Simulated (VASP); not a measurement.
Set up this calculation in VASP 6.6.1, as the native input.

- Task: single point
- Functional: PBE
- Potentials or basis: VASP PAW PBE potentials, release 64 (Ag, B)
- Cutoff: 520 eV
- k mesh: 11 × 11 × 7
- Occupations: methfessel-paxton, width 0.1 eV
- Spin: no spin polarisation
- Dipole correction: no
- Further INCAR settings: ALGO = Normal; EDIFF = 1e-06; NBANDS = 16

The structure of AgB2 lies in POSCAR:

```
AgB2
1.0
    3.1245095826      0.0000000000      0.0000000000
   -1.5622547913      2.7059045116      0.0000000000
    0.0000000000      0.0000000000      4.1951058714
Ag B
1 2
Direct
    0.0000000000      0.0000000000      0.0000000000
    0.3333333333      0.6666666667      0.5000000000
    0.6666666667      0.3333333333      0.5000000000
```

The input as run:

INCAR

```
PREC     = Accurate       # precision mode
ENCUT    = 520            # plane-wave cutoff, eV
EDIFF    = 1E-6           # SCF threshold, eV
ISMEAR   = 1              # smearing method
SIGMA    = 0.1            # smearing width, eV
LREAL    = False          # projectors in reciprocal space
LASPH    = True           # aspherical terms in the spheres
NELM     = 60             # most SCF steps
ALGO     = Normal         # electronic algorithm
ISIF     = 2              # what is computed and relaxed
LWAVE    = False          # write WAVECAR
LCHARG   = False          # write CHGCAR
GGA      = PE             # functional
NBANDS   = 16             # bands
```

KPOINTS

```
regular mesh
0
Gamma
  11 11 7
```

Potentials or basis: VASP PAW PBE potentials, release 64 (Ag, B).

Run with:

```sh
$ cat potpaw_PBE.64/Ag/POTCAR potpaw_PBE.64/B/POTCAR > POTCAR
$ mpirun -np 1 vasp_std > vasp.out
```

Results of the run:

```yaml
Pressure: -12.4 GPa
```

It took 16 s on 1 thread of AMD EPYC 9R45 96-Core Processor (Zen 5), with other jobs on the host, peak memory 0.14 GiB.
